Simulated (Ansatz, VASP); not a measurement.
Re: VASP beside Ansatz

```
Re
1.0
     0.00000    2.85310    2.85310
     2.85310    0.00000    2.85310
     2.85310    2.85310    0.00000
Re
2
Direct
  0.12500 0.12500 0.12500
  0.87500 0.87500 0.87500
```

Alike in both runs: task single point; functional LDA; k mesh 11 × 11 × 11; occupations fermi-dirac, width 0.1 eV; no spin polarisation.

```csv
,VASP,Ansatz
version,VASP 6.6.1,Ansatz 0.2.0
potentials or method,"VASP PAW LDA potentials, release 64 (Re), cutoff 520 eV","plane waves (420 eV) with PAW, scalar-relativistic"
valence electrons in the cell,14,30
```

```csv
,VASP,Ansatz,Ansatz less VASP
pressure (GPa),-14.1,-13.1,+0.99
```

Ansatz warns that its potentials were made for another functional, while VASP's fit it. LDA's correlation is that of Perdew and Zunger in VASP and of Perdew and Wang (1992) in Ansatz. VASP's potentials hold 14 valence electrons a cell and Ansatz's 30, so a difference there can come from the potentials and not from the codes.

Spin-orbit coupling is off throughout.
